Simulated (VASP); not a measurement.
# BaOs (Pm-3m) in VASP: settings compared

Aim: see how the results for BaOs move with the level of theory and the settings. Levels: PBE, PBE+D3(BJ), RPBE, PBEsol. Tasks: single point.

All numbers are computed with VASP 6.6.1; they aren't measurements. Logs are shortened: lines on timing, memory, paths and dates and some standing lists are left out, and cuts for length are marked.

### 1 The cell of the first run

It takes space group Pm-3m (No. 221, cubic). Conventional cell: a = 3.728 Å, b = 3.728 Å, c = 3.728 Å, α = 90.00°, β = 90.00°, γ = 90.00°. Ba (site symmetry m-3m) has 8 Os at 3.23 Å and 6 Ba at 3.73 Å within 4.2 Å. Within 4.2 Å of Os (site symmetry m-3m) lie 8 Ba at 3.23 Å and 6 Os at 3.73 Å.

### 2 Single point, PBE

File INCAR:

```
SYSTEM = BaOs
ALGO = Normal
EDIFF = 1E-6
ENCUT = 520
GGA = PE
ISIF = 2
ISMEAR = -5
LASPH = .True.
LCHARG = .True.
LELF = .True.
LREAL = .False.
LVHAR = .True.
LWAVE = .False.
NBANDS = 16
NELM = 80
PREC = Accurate
SIGMA = 0.1
```

File KPOINTS:

```
k-points
0
Gamma
  8 8 8
  0 0 0
```

File POSCAR:

```
BaOs
1.0
    3.7279657443      0.0000000000      0.0000000000
    0.0000000000      3.7279657443      0.0000000000
    0.0000000000      0.0000000000      3.7279657443
Ba Os
1 1
Direct
    0.0000000000      0.0000000000      0.0000000000
    0.5000000000      0.5000000000      0.5000000000
```

Potentials or basis: VASP PAW PBE potentials, release 64 (Ba_sv, Os).

The run is started by

```
$ cat potpaw_PBE.64/Ba_sv/POTCAR potpaw_PBE.64/Os/POTCAR > POTCAR
$ mpirun -np 1 vasp_std > vasp.out
```

OUTCAR:

```text
SYSTEM = BaOs
   EDIFF = 1E-6
   ENCUT = 520
   GGA = PE
   ISIF = 2
   ISMEAR = -5
   LASPH = .True.
   LREAL = .False.
   NELM = 80
   PREC = Accurate

 ion  position               nearest neighbor table
   1  0.000  0.000  0.000-   2 3.23   2 3.23   2 3.23   2 3.23   2 3.23   2 3.23   2 3.23   2 3.23

   2  0.500  0.500  0.500-   1 3.23   1 3.23   1 3.23   1 3.23   1 3.23   1 3.23   1 3.23   1 3.23

  LATTYP: Found a simple cubic cell.
 ALAT       =     3.7279657443

  Lattice vectors:

 A1 = (   3.7279657443,   0.0000000000,   0.0000000000)
 A2 = (   0.0000000000,   3.7279657443,   0.0000000000)
 A3 = (   0.0000000000,   0.0000000000,   3.7279657443)

Analysis of symmetry for initial positions (statically):
=====================================================================
 Subroutine PRICEL returns:
 Original cell was already a primitive cell.

 Routine SETGRP: Setting up the symmetry group for a
 simple cubic supercell.

 Subroutine GETGRP returns: Found 48 space group operations
 (whereof 48 operations were pure point group operations)
 out of a pool of 48 trial point group operations.

The static configuration has the point symmetry O_h .

Analysis of symmetry for dynamics (positions and initial velocities):
=====================================================================
 Subroutine PRICEL returns:
 Original cell was already a primitive cell.

 Routine SETGRP: Setting up the symmetry group for a
 simple cubic supercell.

 Subroutine GETGRP returns: Found 48 space group operations
 (whereof 48 operations were pure point group operations)
 out of a pool of 48 trial point group operations.

The dynamic configuration has the point symmetry O_h .

 Subroutine INISYM returns: Found 48 space group operations
 (whereof 48 operations are pure point group operations),
 and found     1 'primitive' translations

----------------------------------------------------------------------------------------

                                     Primitive cell

  volume of cell :      51.8103

  direct lattice vectors                    reciprocal lattice vectors
     3.727965744  0.000000000  0.000000000     0.268242808  0.000000000  0.000000000
     0.000000000  3.727965744  0.000000000     0.000000000  0.268242808  0.000000000
     0.000000000  0.000000000  3.727965744     0.000000000  0.000000000  0.268242808

  length of vectors
     3.727965744  3.727965744  3.727965744     0.268242808  0.268242808  0.268242808
[... 83 lines left out ...]
   EDIFF  = 0.1E-05   stopping-criterion for ELM
   LREAL  =      F    real-space projection
   EDIFFG = 0.1E-04   stopping-criterion for IOM
   NSW    =      0    number of steps for IOM
   IBRION =     -1    ionic relax: 0-MD 1-quasi-New 2-CG
   NFREE  =      0    steps in history (QN), initial steepest desc. (CG)
   ISIF   =      2    stress and relaxation
   ISYM   =      2    0-nonsym 1-usesym 2-fastsym
   POTIM  = 0.5000    time-step for ionic-motion
   TEBEG  =    0.0;   TEEND  =   0.0 temperature during run
   PSTRESS=    0.0 pullay stress
   NELECT =      18.0000    total number of electrons
   NUPDOWN=      -1.0000    fix difference up-down
   EMIN   =  10.00;   EMAX   =-10.00  energy-range for DOS
   EFERMI =   0.00;   METHOD = LEGACY
   ISMEAR =    -5;   SIGMA  =   0.10  broadening in eV -4-tet -1-fermi 0-gaus
   EFERMI_NEDOS =   21; number of points for ismear=-14 and -15
   IALGO  =     38    algorithm
   IMIX   =      4    mixing-type and parameters
     AMIX     =   0.40;   BMIX     =  1.00
     AMIX_MAG =   1.60;   BMIX_MAG =  1.00
  volume/ion in A,a.u.               =      25.91       174.82
  Fermi-wavevector in a.u.,A,eV,Ry     =   1.150872  2.174833 18.021008  1.324507
  Thomas-Fermi vector in A             =   2.287533
   LORBIT       =      0    0 simple, 1 ext, 2 COOP (PROOUT), +10 PAW based schemes
   GGA     = PE    functional components
   LHFCALC =     F    Hartree Fock is set to
   AEXX    =    0.0000 exact exchange contribution
   IVDW    =     0    specifies the selected vdW correction
   LEPSILON=     F    determine dielectric tensor
   LRPA    =     F    only Hartree local field effects (RPA)
 non-spin polarized calculation
 Fermi weights with tetrahedron method with Bloechl corrections
  energy-cutoff  :      520.00
  volume of cell :       51.81
 maximum number of plane-waves:      1410
 NGX is ok and might be reduce to    28
   NGX = 13   NGY = 13   NGZ = 13

 number of electron      18.0000000 magnetization

 Free energy of the ion-electron system (eV)
  ---------------------------------------------------
  ext. energy  EPLUGINS =         0.00000000
  ---------------------------------------------------
  free energy    TOTEN  =        -9.99068112 eV

  energy without entropy =       -9.99068112  energy(sigma->0) =       -9.99068112

 E-fermi :   3.7103     XC(G=0): -10.7046

 val. band max:        3.7226008286   @ k =   0.5000   0.5000   0.5000
 cond. band min:       3.6183768758   @ k =   0.3750   0.2500   0.2500
 fundamental gap:     -0.1042239528
 Fermi energy:         3.7103411784

 k-point     1 :       0.0000    0.0000    0.0000
  band No.  band energies     occupation
      1     -22.8150      2.00000
      2      -7.5893      2.00000
      3      -7.5893      2.00000
      4      -7.5893      2.00000
      5      -0.4415      2.00000
      6       1.3164      2.00000
[... 433 lines left out ...]
      3      -8.5169      2.00000
      4      -7.5611      2.00000
      5       0.8745      2.00000
      6       2.3074      2.00000
[... 8 lines left out ...]
     15      11.6138      0.00000
     16      12.9409      0.00000

 [... further k-points ...]

------------------------ aborting loop because EDIFF is reached ----------------------------------------

  FORCE on cell =-STRESS in cart. coord.  units (eV):
  Direction    XX          YY          ZZ          XY          YZ          ZX
  --------------------------------------------------------------------------------------
  -------------------------------------------------------------------------------------
  Total        0.5704851      0.5704851      0.5704851      0.0000000     -0.0000000      0.0000000
  in kB       17.6416476     17.6416476     17.6416476      0.0000000     -0.0000000      0.0000000
  external PRESSURE =      17.6416476 kB  Pullay stress =       0.0000000 kB

 VOLUME and BASIS-vectors are now :
 -----------------------------------------------------------------------------
  energy-cutoff  :      520.00
  volume of cell :       51.81
      direct lattice vectors                 reciprocal lattice vectors
     3.727965744  0.000000000  0.000000000     0.268242808  0.000000000  0.000000000
     0.000000000  3.727965744  0.000000000     0.000000000  0.268242808  0.000000000
     0.000000000  0.000000000  3.727965744     0.000000000  0.000000000  0.268242808

 POSITION                                       TOTAL-FORCE (eV/Angst)
 -----------------------------------------------------------------------------------
      0.00000      0.00000      0.00000         0.000000      0.000000      0.000000
      1.86398      1.86398      1.86398         0.000000      0.000000      0.000000
 -----------------------------------------------------------------------------------
    total drift:                                0.000000      0.000000      0.000000

  FREE ENERGIE OF THE ION-ELECTRON SYSTEM (eV)
  ---------------------------------------------------
  free  energy   TOTEN  =        -9.9906811197 eV

  energy  without entropy=       -9.9906811197  energy(sigma->0) =       -9.99068112
```

Run time: 16 s. Hardware: 1 thread of Intel Xeon Platinum 8488C (Sapphire Rapids), shared host; peak memory 0.17 GiB.

What came out:

```yaml
Free_energy: -9.9907 eV
Pressure: 1.8 GPa
Band_gap_on_the_k_mesh: zero (bands 9 and 10 overlap by 1.19 eV)
```

Levels at points of the mesh, in eV from the Fermi level:
| k point | band 6 | band 7 | band 8 | band 9 | band 10 | band 11 | band 12 | band 13 |
| --- | --- | --- | --- | --- | --- | --- | --- | --- |
| (0.00, 0.00, 0.00) | -2.39 | -2.39 | -0.22 | -0.22 | -0.22 | 4.06 | 4.06 | 8.39 |
| (0.50, 0.00, 0.00) | -1.11 | -0.18 | -0.08 | -0.08 | 0.06 | 1.08 | 2.12 | 3.71 |
| (0.50, 0.50, 0.00) | -1.72 | -1.15 | -1.15 | 0.73 | 0.83 | 3.91 | 3.91 | 4.87 |
| (0.50, 0.50, 0.50) | -0.11 | -0.11 | 0.01 | 0.01 | 0.01 | 0.78 | 0.78 | 1.93 |

Caveat: spin-orbit coupling is left out, which moves the levels of the heavy elements; tetrahedron occupations give inexact forces and stress in metals.

### 3 Single point, PBE+D3(BJ)

File INCAR:

```
ALGO = Normal
EDIFF = 1E-6
ENCUT = 520
GGA = PE
ISIF = 2
ISMEAR = 0
IVDW = 12
LASPH = True
LCHARG = True
LELF = True
LREAL = False
LVHAR = True
LWAVE = False
NBANDS = 16
NELM = 100
PREC = Accurate
SIGMA = 0.05
```

File KPOINTS:

```
k-points
0
Gamma
  8 8 8
```

POSCAR is that of step 2.

Potentials or basis: VASP PAW PBE potentials, release 64 (Ba_sv, Os).

The run is started by

```
$ cat potpaw_PBE.64/Ba_sv/POTCAR potpaw_PBE.64/Os/POTCAR > POTCAR
$ mpirun -np 1 vasp_std > vasp.out
```

Run time: 15 s. Hardware: 1 thread of Intel Xeon Platinum 8488C (Sapphire Rapids), shared host; peak memory 0.18 GiB.

The run converged. Its results:

| Property | Result |
| --- | --- |
| Free energy | -10.8165 eV |
| Pressure | -0.9 GPa |
| Band gap on the k mesh | zero (bands 9 and 10 overlap by 1.19 eV) |
| Dispersion energy per atom | -0.412 eV |

Levels at points of the mesh, in eV from the Fermi level:
| k point | band 7 | band 8 | band 9 | band 10 | band 11 | band 12 |
| --- | --- | --- | --- | --- | --- | --- |
| (0.00, 0.00, 0.00) | -2.39 | -0.23 | -0.23 | -0.23 | 4.07 | 4.07 |
| (0.50, 0.00, 0.00) | -0.18 | -0.09 | -0.09 | 0.06 | 1.08 | 2.12 |
| (0.50, 0.50, 0.00) | -1.15 | -1.15 | 0.73 | 0.83 | 3.91 | 3.91 |
| (0.50, 0.50, 0.50) | -0.12 | 0.02 | 0.02 | 0.02 | 0.78 | 0.78 |

Caveat: spin-orbit coupling is left out, which moves the levels of the heavy elements.

### 4 Single point, RPBE

File INCAR:

```
SYSTEM = BaOs
PREC = Accurate
ENCUT = 520
EDIFF = 1E-6
ISMEAR = 0
SIGMA = 0.05
LREAL = .False.
LASPH = .True.
NELM = 80
ALGO = Normal
ISIF = 2
LWAVE = .False.
LCHARG = .True.
GGA = RP
LELF = .True.
LVHAR = .True.
NBANDS = 16
```

File KPOINTS:

```
regular mesh
0
Gamma
  8 8 8
  0 0 0
```

POSCAR is that of step 3.

Potentials or basis: VASP PAW PBE potentials, release 64 (Ba_sv, Os).

The run is started by

```
$ cat potpaw_PBE.64/Ba_sv/POTCAR potpaw_PBE.64/Os/POTCAR > POTCAR
$ mpirun -np 1 vasp_std > vasp.out
```

OUTCAR:

```text
SYSTEM = BaOs
   PREC = Accurate
   ENCUT = 520
   EDIFF = 1E-6
   ISMEAR = 0
   LREAL = .False.
   LASPH = .True.
   NELM = 80
   ISIF = 2
   GGA = RP

 ion  position               nearest neighbor table
   1  0.000  0.000  0.000-   2 3.23   2 3.23   2 3.23   2 3.23   2 3.23   2 3.23   2 3.23   2 3.23

   2  0.500  0.500  0.500-   1 3.23   1 3.23   1 3.23   1 3.23   1 3.23   1 3.23   1 3.23   1 3.23

  LATTYP: Found a simple cubic cell.
 ALAT       =     3.7279657443

  Lattice vectors:

 A1 = (   3.7279657443,   0.0000000000,   0.0000000000)
[... 644 lines left out ...]

  FORCE on cell =-STRESS in cart. coord.  units (eV):
  Direction    XX          YY          ZZ          XY          YZ          ZX
  --------------------------------------------------------------------------------------
  -------------------------------------------------------------------------------------
  Total        1.2527628      1.2527628      1.2527628      0.0000000      0.0000000      0.0000000
  in kB       38.7403623     38.7403623     38.7403623      0.0000000      0.0000000      0.0000000
  external PRESSURE =      38.7403623 kB  Pullay stress =       0.0000000 kB

 VOLUME and BASIS-vectors are now :
 -----------------------------------------------------------------------------
  energy-cutoff  :      520.00
  volume of cell :       51.81
      direct lattice vectors                 reciprocal lattice vectors
     3.727965744  0.000000000  0.000000000     0.268242808  0.000000000  0.000000000
     0.000000000  3.727965744  0.000000000     0.000000000  0.268242808  0.000000000
     0.000000000  0.000000000  3.727965744     0.000000000  0.000000000  0.268242808

 POSITION                                       TOTAL-FORCE (eV/Angst)
 -----------------------------------------------------------------------------------
      0.00000      0.00000      0.00000         0.000000      0.000000      0.000000
      1.86398      1.86398      1.86398         0.000000      0.000000      0.000000
 -----------------------------------------------------------------------------------
    total drift:                                0.000000      0.000000      0.000000

  FREE ENERGIE OF THE ION-ELECTRON SYSTEM (eV)
  ---------------------------------------------------
  free  energy   TOTEN  =        -9.0462274669 eV

  energy  without entropy=       -9.0404882521  energy(sigma->0) =       -9.04335786
```

Wall time 13 s (1 thread of Intel Xeon Platinum 8488C (Sapphire Rapids), shared host); peak memory 0.18 GiB.

What came out:

* Free energy: -9.0462 eV
* Pressure: 3.9 GPa
* Band gap on the k mesh: zero (bands 9 and 10 overlap by 1.21 eV)

Caveat: the cell stands under pressure; the PAW data sets were made with another functional, which shifts forces and pressure a little; spin-orbit coupling is left out, which moves the levels of the heavy elements.

### 5 Single point, PBEsol

File INCAR:

```
SYSTEM = BaOs
  ALGO = Normal
  EDIFF = 1E-7
  ENCUT = 520
  GGA = PS
  ISIF = 2
  ISMEAR = 0
  LASPH = .True.
  LCHARG = .False.
  LREAL = .False.
  LWAVE = .False.
  NBANDS = 16
  NELM = 80
  PREC = Accurate
  SIGMA = 0.05
```

File KPOINTS:

```
k-points
0
Gamma
  8 8 8
  0 0 0
```

POSCAR is that of step 4.

The run is started by

```
$ cat potpaw_PBE.64/Ba_sv/POTCAR potpaw_PBE.64/Os/POTCAR > POTCAR
$ mpirun -np 1 vasp_std > vasp.out
```

Run time: 13 s. Hardware: 1 thread of Intel Xeon Platinum 8488C (Sapphire Rapids), shared host; peak memory 0.18 GiB.

It converged, with:

```yaml
Free_energy: -11.0961 eV
Pressure: -2.3 GPa
Band_gap_on_the_k_mesh: zero (bands 9 and 10 overlap by 1.16 eV)
```

Levels at points of the mesh, in eV from the Fermi level:
| k point | band 7 | band 8 | band 9 | band 10 | band 11 | band 12 |
| --- | --- | --- | --- | --- | --- | --- |
| (0.00, 0.00, 0.00) | -2.43 | -0.22 | -0.22 | -0.22 | 4.03 | 4.03 |
| (0.50, 0.00, 0.00) | -0.23 | -0.08 | -0.08 | 0.06 | 1.05 | 2.08 |
| (0.50, 0.50, 0.00) | -1.15 | -1.15 | 0.70 | 0.80 | 3.90 | 3.90 |
| (0.50, 0.50, 0.50) | -0.11 | 0.00 | 0.00 | 0.00 | 0.75 | 0.75 |

Caveat: the PAW data sets were made with another functional, which shifts forces and pressure a little; spin-orbit coupling is left out, which moves the levels of the heavy elements.

### 6 Summary

| level | smearing | gap on the mesh (eV) | pressure (GPa) |
| --- | --- | --- | --- |
| PBE | tetrahedron | none | 1.8 |
| PBE+D3(BJ) | gaussian 0.05 eV | none | -0.9 |
| RPBE | gaussian 0.05 eV | none | 3.9 |
| PBEsol | gaussian 0.05 eV | none | -2.3 |

Alike in all rows: task single point; potentials or basis VASP PAW PBE potentials, release 64 (Ba_sv, Os); no spin polarisation; cell as given; k mesh 8 × 8 × 8; cutoff (eV) 520.

The pressure there spans -2.3 GPa (PBEsol) to 3.9 GPa (RPBE); a positive pressure means that this level wants a larger cell, a negative one a smaller.

Caveats: spin-orbit coupling is left out, which moves the levels of the heavy elements; the PAW data sets were made with another functional, which shifts forces and pressure a little (at least some runs); tetrahedron occupations give inexact forces and stress in metals (at least some runs); the cell stands under pressure (at least some runs).

Total energies depend on the potentials used, so only differences within one code and one set of settings carry meaning.

The gap in the log of VASP goes by the Fermi energy; the results here count the filled bands.